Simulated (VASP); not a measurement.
Input of a VASP 6.6.1 run:

INCAR

```
ALGO = Normal ; EDIFF = 1E-7
ENCUT = 520 ; GGA = PE
ISIF = 2 ; ISMEAR = 0
LASPH = True ; LCHARG = False
LREAL = Auto ; LWAVE = False
NBANDS = 159 ; NELECT = 278.0
NELM = 60 ; PREC = Accurate
SIGMA = 0.02
```

The input KPOINTS:

```
Automatic mesh
0
Gamma
  2 2 2
  0.5 0.5 0.5
```

POSCAR

```
Zn15Se16
1.0
   -5.7317611784     -5.7317611784      5.7317611784
    5.7317611784      5.7317611784      5.7317611784
   -5.7317611784      5.7317611784     -5.7317611784
Zn Se
15 16
Direct
    0.2500000000      0.5112707738      0.2537361236
    0.5037361236      0.5112707738      0.0000000000
    0.7575346503      0.4962638764      0.7462638764
    0.5037361236      0.7500000000      0.7612707738
    0.2500000000      0.0037361236      0.7612707738
   -0.0037361236      0.4962638764      0.5075346503
    0.7500000000      0.7500000000      0.5000000000
    0.4887292262     -0.0112707738      0.4924653497
    0.2500000000      0.2500000000      0.5000000000
    0.0112707738      0.7500000000      0.2537361236
    0.7424653497     -0.0112707738      0.2387292262
    0.4887292262      0.2424653497      0.2387292262
    0.0112707738      0.0037361236      0.0000000000
    0.7500000000      0.2500000000      0.0000000000
   -0.0037361236      0.2575346503      0.7462638764
    0.0009861131      0.2519895076      0.0000000000
    0.2500000000      0.2519895076      0.7509861131
    0.0116500671      0.5116500671      0.7616500671
    0.4989966055      0.2480104924      0.4980104924
    0.2500000000      0.5009861131      0.5019895076
    0.0009861131      0.7500000000      0.5019895076
    0.7480104924      0.2480104924      0.2489966055
    0.4990138869      0.5010033945      0.2490138869
    0.2500000000      0.7500000000      0.2383499329
    0.0010033945     -0.0009861131      0.2490138869
    0.7519895076      0.5009861131      0.0000000000
    0.4883499329      0.7500000000      0.0000000000
    0.2500000000     -0.0116500671      0.0000000000
    0.7519895076      0.7500000000      0.7509861131
    0.4990138869     -0.0009861131      0.7510033945
    0.7480104924     -0.0010033945      0.4980104924
```

Potentials or basis: VASP PAW PBE potentials, release 64 (Zn, Se).

The run is started by

```bash
$ cat potpaw_PBE.64/Zn/POTCAR potpaw_PBE.64/Se/POTCAR > POTCAR
$ mpirun -np 1 vasp_std > vasp.out
```

(1) Estimate the largest force.

Answers

(1) 0.019 eV/Å.

Caveat: the cell carries a net charge on a neutralising background, which shifts energy and pressure; the cell differs from its parent crystal (atoms taken out, then relaxed in part).
